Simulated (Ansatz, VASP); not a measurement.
ZnCu in VASP and in Ansatz

File INCAR:

```
SYSTEM = ZnCu
  PREC = Accurate
  ENCUT = 600
  EDIFF = 1E-6
  ISMEAR = -4
  SIGMA = 0.1
  LREAL = .False.
  LASPH = .True.
  NELM = 120
  ALGO = Normal
  ISIF = 2
  LWAVE = .False.
  LCHARG = .False.
  GGA = B5
  ALDAX = 1.0
  AGGAX = 1.0
  AGGAC = 1.0
  ALDAC = 0.0
  NBANDS = 18
  GGA_COMPAT = .False.
```

The input KPOINTS:

```
Automatic mesh
0
Gamma
  6 6 6
  0 0 0
```

The input POSCAR:

```
ZnCu
1.0
    2.9205539200      0.0000000000      0.0000000000
    0.0000000000      2.9205539200      0.0000000000
    0.0000000000      0.0000000000      2.9205539200
Zn Cu
1 1
Direct
    0.7670000000      0.9770000000      0.8930000000
    0.2670000000      0.4770000000      0.3930000000
```

Input for Ansatz:

```yaml
crystal:
  lattice:
    - [2.92055392, 0.0, 0.0]
    - [0.0, 2.92055392, 0.0]
    - [0.0, 0.0, 2.92055392]
  atoms:
    - { symbol: Zn, position: [0.767, 0.977, 0.893] }
    - { symbol: Cu, position: [0.267, 0.477, 0.393] }
basis:
  ecutwfc: 420
kpoints:
  mp_grid: { grid: [6, 6, 6] }
hamiltonian:
  xc: blyp
scf:
  occupations: { method: tetrahedron_uncorrected }
  max_iter: 95
output:
  forces: true
  stress: true
  eigenvalues: true
```

Alike in both runs: task single point; functional BLYP; k mesh 6 × 6 × 6; no spin polarisation.

|  | VASP | Ansatz |
| --- | --- | --- |
| version | VASP 6.6.1 | Ansatz 0.2.0 |
| potentials or method | VASP PAW PBE potentials, release 64 (Zn, Cu), cutoff 600 eV | scalar-relativistic, plane waves, PAW |
| occupations | tetrahedron | tetrahedron-uncorrected |
| valence electrons in the cell | 23 | 31 |

```tsv
	VASP	Ansatz	Ansatz less VASP
gap on the k mesh at the Fermi level (eV)	none	none	-
pressure (GPa)	14.6	14.1	-0.52
```

VASP's potentials were made for PBE, not for BLYP. A gap of «none» marks a metal or a gap that the smearing closes. VASP's potentials hold 23 valence electrons a cell and Ansatz's 31, so a difference there can come from the potentials and not from the codes. Ansatz's warnings: band table not solved further.
